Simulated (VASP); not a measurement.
The system is Ca.

```
Ca
1.0
     3.98000    0.00000    0.00000
    -1.99000    3.44678    0.00000
     0.00000    0.00000    6.52000
Ca
2
Direct
  0.33333 0.66667 0.25000
  0.66667 0.33333 0.75000
```

This isn't the form of Ca at room conditions, which is fcc.

* Program: VASP 6.6.1
* Task: relaxation of cell and atoms
* Functional: PBE
* Potentials or basis: VASP PAW PBE potentials, release 64 (Ca_sv)
* Cutoff: 600 eV
* k mesh: 12 × 12 × 8
* Occupations: gaussian, width 0.1 eV
* Spin: no spin polarisation

At the start: pressure -0.8 GPa; volume 44.72 Å³/atom.

Task: How do energy, volume and symmetry change on relaxing?

Result: Over 6 steps the energy falls by 6.1 meV/atom and the volume is 42.44 Å³/atom (-5.1 %); space group P6_3/mmc (No. 194, to 0.1 Å) before and after.

Step by step:
```
step  energy change (eV)  largest force (eV/Å)  pressure (GPa)  volume (Å³)
   1              0.0000                0.0000           -0.83        89.44
   2             -0.0106                0.0000           -0.31        86.48
   3             -0.0121                0.0000           -0.01        84.98
   4             -0.0121                0.0000            0.00        84.89
   5             -0.0122                0.0000            0.01        84.88
   6             -0.0122                0.0000            0.01        84.88
```

Final structure:
```xyz
2
Lattice="3.9077 0.0000 0.0000 -1.9539 3.3842 0.0000 0.0000 0.0000 6.4184" Properties=species:S:1:pos:R:3 pbc="T T T"
Ca    0.0000    2.2561    1.6046
Ca    1.9539    1.1281    4.8138
```
